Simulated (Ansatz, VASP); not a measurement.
## One calculation of Y, two programs

```
Y
1.0
     0.00000    2.52696    2.52696
     2.52696    0.00000    2.52696
     2.52696    2.52696    0.00000
Y
1
Direct
  0.00000 0.00000 0.00000
```

Alike in both runs: task single point; functional PBE; k mesh 6 × 6 × 6; occupations gaussian, width 0.05 eV; no spin polarisation.

|  | VASP | Ansatz |
| --- | --- | --- |
| version | VASP 6.6.1 | Ansatz 0.2.0 |
| potentials or method | VASP PAW PBE potentials, release 64 (Y_sv), cutoff 500 eV | scalar-relativistic, plane waves, PAW |
| valence electrons in the cell | 11 | 11 |

Ansatz gave:

```
pressure (GPa) : 0.0
```

Task: What did VASP give for the same quantities?

Result: Pressure (GPa): -0.1.
